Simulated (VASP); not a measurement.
A run of VASP 6.6.1:

File INCAR:

```
SYSTEM = C
PREC = Accurate
ENCUT = 1300
EDIFF = 1E-6
ISMEAR = -1
SIGMA = 0.05
LREAL = .FALSE.
LASPH = .TRUE.
NELM = 120
ALGO = Normal
ISIF = 2
LWAVE = .FALSE.
LCHARG = .FALSE.
NBANDS = 16
GGA_COMPAT = .FALSE.
```

File KPOINTS:

```
Automatic mesh
0
G
  8 8 4
  0 0 0
```

Contents of POSCAR:

```
C
1.0
    2.4833004279      0.0000000000      0.0000000000
   -1.2416502139      2.1506012557      0.0000000000
    0.0000000000      0.0000000000      4.1362880833
C
4
Direct
    0.3333333333      0.6666666667      0.0628291463
    0.6666666667      0.3333333333      0.5628291463
    0.3333333333      0.6666666667      0.4371708537
    0.6666666667      0.3333333333      0.9371708537
```

Potentials or basis: VASP PAW LDA potentials, release 64 (C_h).

Run with:

```console
$ cat potpaw_LDA.64/C_h/POTCAR > POTCAR
$ mpirun -np 1 vasp_std > vasp.out
```

Hardware: 1 thread of Intel(R) Xeon(R) 6975P-C (Granite Rapids) (shared host).

Question: How long does it take, and how much memory?

Answer: Wall time 20 s on 1 thread of Intel(R) Xeon(R) 6975P-C (Granite Rapids), on a shared host, peak memory 0.17 GiB. Counts: scf iterations 11, k points 30.
